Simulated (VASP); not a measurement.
Here is a VASP 6.6.1 calculation.

The input INCAR:

```
  PREC = Accurate
  ENCUT = 520
  EDIFF = 1E-7
  ISMEAR = 0
  SIGMA = 0.05
  LREAL = Auto
  LASPH = T
  NELM = 150
  ALGO = Normal
  ISIF = 2
  LWAVE = F
  LCHARG = T
  ISPIN = 2
  MAGMOM = 0 0 0 0 0 0 0 0 0 0 0 0 0 0 0 0 0 0 1
  LORBIT = 11
  GGA = PE
  IVDW = 12
  LELF = T
  LVHAR = T
  NBANDS = 56
```

KPOINTS

```
Automatic mesh
0
Gamma
  2 2 1
```

File POSCAR:

```
AlC18
1.0
    7.3980000000      0.0000000000      0.0000000000
   -3.6990000000      6.4068560000      0.0000000000
    0.0000000000      0.0000000000     11.0000000000
C Al
18 1
Direct
   -0.0053954010     -0.0086002019      0.0899482354
    0.2165452602      0.1024261442      0.0897269599
   -0.0042931028      0.3252833045      0.0898980926
    0.2173868586      0.4369364616      0.0900253789
   -0.0042912656      0.6586219831      0.0899069246
    0.2173728257      0.7686175469      0.0899329491
    0.3283642532     -0.0094116635      0.0897233847
    0.5520170057      0.1024301354      0.0897286248
    0.3283927704      0.3260454159      0.0897923071
    0.5519767009      0.4378131514      0.0898519617
    0.3290415435      0.6586211079      0.0899035481
    0.5512643042      0.7697358547      0.0899067486
    0.6629221328     -0.0085981676      0.0899511465
    0.8845956557      0.1030608409      0.0898830751
    0.6637838415      0.3260406714      0.0898034070
    0.8856745985      0.4369346993      0.0900353973
    0.6629091160      0.6596892920      0.0900782837
    0.8846009125      0.7697364964      0.0899105498
    0.4367174900      0.2082794274      0.2883568254
```

Potentials or basis: VASP PAW PBE potentials, release 64 (C, Al).

Run with:

```console
$ cat potpaw_PBE.64/C/POTCAR potpaw_PBE.64/Al/POTCAR > POTCAR
$ mpirun -np 1 vasp_std > vasp.out
```

Question: Estimate the largest force.

Answer: 0.016 eV/Å.

Question: Predict the net moment.

Answer: 0.00 μB per cell.

Forces in eV/Å, atoms in the order of the input:
```
C   -0.004  0.005  0.006
C    0.000 -0.003  0.001
C    0.005 -0.006  0.003
C   -0.003 -0.001  0.001
C    0.004  0.003 -0.004
C   -0.002  0.002  0.004
C    0.006  0.003 -0.003
C   -0.007  0.005  0.001
C    0.003 -0.003  0.004
C    0.004 -0.013  0.001
C    0.001  0.010  0.000
C    0.001 -0.001 -0.003
C   -0.006  0.001  0.005
C    0.005  0.004  0.001
C   -0.008 -0.010  0.001
C   -0.006 -0.001  0.001
C    0.002  0.004 -0.005
C    0.006 -0.007 -0.001
Al  -0.001  0.009 -0.013
```

Caveat: the k points lie up to 0.49 Å⁻¹ apart.
